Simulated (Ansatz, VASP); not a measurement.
**WS2: VASP beside Ansatz**

```
CELL_PARAMETERS angstrom
-3.15421 0.00000 0.00000
-1.57710 -2.73162 0.00000
-2.36565 -1.36581 12.13991
ATOMIC_POSITIONS crystal
W 0.20833 0.20833 0.25000
W 0.29167 0.29167 0.75000
S 0.02319 0.02319 0.62029
S 0.60652 0.60652 0.12029
S 0.89348 0.89348 0.87971
S 0.47681 0.47681 0.37971
```

Alike in both runs: task single point; functional PBE; dispersion D3(BJ); k mesh 10 × 10 × 3; occupations gaussian, width 0.05 eV; no spin polarisation.

|  | VASP | Ansatz |
| --- | --- | --- |
| version | VASP 6.6.1 | Ansatz 0.2.0 |
| potentials or method | VASP PAW PBE potentials, release 64 (W_sv, S), cutoff 520 eV | scalar-relativistic, plane waves, PAW |
| valence electrons in the cell | 52 | 52 |

Ansatz gave:

| Property | Result |
| --- | --- |
| gap on the k mesh at the Fermi level (eV) | 0.89 |
| least direct gap on the mesh (eV) | 2.09 |
| pressure (GPa) | 0.6 |
| traceless stress, the component that is largest in VASP (GPa) | 0.86 |
| rms of the force components (eV/Å) | 0.105 |

**Question.** Which values does VASP return?

**Answer.** gap on the k mesh at the Fermi level (eV): 0.91; least direct gap on the mesh (eV): 2.11; pressure (GPa): 0.6; traceless stress, the component that is largest in VASP (GPa): 0.86; rms of the force components (eV/Å): 0.104.

Atom by atom the forces differ by 0.001 eV/Å (rms over components).

Spin-orbit coupling is off throughout.
